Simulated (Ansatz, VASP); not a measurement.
## Tl: VASP beside Ansatz

File INCAR:

```
SYSTEM = Tl
PREC     = Accurate       ! precision mode
ENCUT    = 520            ! plane-wave cutoff, eV
EDIFF    = 1E-6           ! SCF threshold, eV
ISMEAR   = -1             ! smearing method
SIGMA    = 0.1            ! smearing width, eV
LREAL    = .False.        ! projectors in reciprocal space
LASPH    = .True.         ! aspherical terms in the spheres
NELM     = 60             ! most SCF steps
ALGO     = Normal         ! electronic algorithm
ISIF     = 2              ! what is computed and relaxed
LWAVE    = .False.        ! write WAVECAR
LCHARG   = .False.        ! write CHGCAR
GGA      = RP             ! functional
NBANDS   = 20             ! bands
```

The input KPOINTS:

```
regular mesh
0
Gamma
  9 9 9
  0 0 0
```

File POSCAR:

```
Tl
1.0
    0.0000000000      3.7142790224      3.7142790224
    3.7142790224      0.0000000000      3.7142790224
    3.7142790224      3.7142790224      0.0000000000
Tl
2
Direct
    0.1250000000      0.1250000000      0.1250000000
    0.8750000000      0.8750000000      0.8750000000
```

Input for Ansatz:

```yaml
crystal:
  lattice:
    - [0.0, 3.7142790224, 3.7142790224]
    - [3.7142790224, 0.0, 3.7142790224]
    - [3.7142790224, 3.7142790224, 0.0]
  atoms:
    - { symbol: Tl, position: [0.125, 0.125, 0.125] }
    - { symbol: Tl, position: [0.875, 0.875, 0.875] }
hamiltonian:
  xc: rpbe
  pseudopotentials:
    kind: paw
    azcp:
      Tl: "pseudopotentials/Tl.paw.azcp"
basis:
  ecutwfc: 420
  fft_grid_basis: typed
kpoints:
  mp_grid: { grid: [9, 9, 9], shift: [0, 0, 0] }
magnetization:
  spin_polarized: false
scf:
  occupations: { method: fermi_dirac, width: 0.1 }
  lower_state_search: "off"
output:
  stress: true
```

Alike in both runs: task single point; functional RPBE; k mesh 9 × 9 × 9; occupations fermi-dirac, width 0.1 eV; no spin polarisation.

|  | VASP | Ansatz |
| --- | --- | --- |
| version | VASP 6.6.1 | Ansatz 0.2.0 |
| potentials or method | VASP PAW PBE potentials, release 64 (Tl_d), cutoff 520 eV | plane waves (420 eV) with PAW, scalar-relativistic |
| valence electrons in the cell | 26 | 26 |

|  | VASP | Ansatz | Ansatz less VASP |
| --- | --- | --- | --- |
| pressure (GPa) | -0.4 | -0.3 | +0.04 |

VASP's potentials were made for PBE, not for RPBE. The functional is the same, so the differences come from potentials, cutoffs and numerics.

Spin-orbit coupling is off throughout.
